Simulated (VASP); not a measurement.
Runs of VASP 6.6.1 on BN. The structure is that of space group P3m1 (No. 156), or close to it. The cells are those of the table. 

```tsv
cell	gap on the mesh (eV)	pressure (GPa)	largest force (eV/Å)
a = 2.552, b = 2.552, c = 13.254 Å, angles 90.0, 90.0, 60.0°, 12 atoms	2.37	(b)	2.73
a = 2.552, b = 2.552, c = 14.504 Å, angles 90.0, 90.0, 60.0°, 12 atoms	none	-3.4	4.07
a = 2.552, b = 2.552, c = 18.504 Å, angles 90.0, 90.0, 60.0°, 12 atoms	none	(a)	3.45
a = 2.552, b = 2.552, c = 13.004 Å, angles 90.0, 90.0, 60.0°, 12 atoms	3.47	-5.7	2.03
a = 2.552, b = 2.552, c = 17.004 Å, angles 90.0, 90.0, 60.0°, 12 atoms	none	-1.8	3.39
```

Alike in all rows: task single point; level r2SCAN; potentials or basis VASP PAW PBE potentials, release 64 (B, N); no spin polarisation; k mesh 10 × 10 × 2; cutoff (eV) 520; smearing gaussian 0.05 eV.

Q: Estimate the missing entries.

A: (a) -1.6; (b) -6.1.

Caveats: the PAW data sets were made with another functional, which shifts forces and pressure a little; the cell stands under tension (at least some runs); semilocal functionals underestimate gaps, so a narrow gap can read as zero (at least some runs).

A k mesh can miss the band edges.

A gap of «none» marks levels without a gap at the run's occupations.
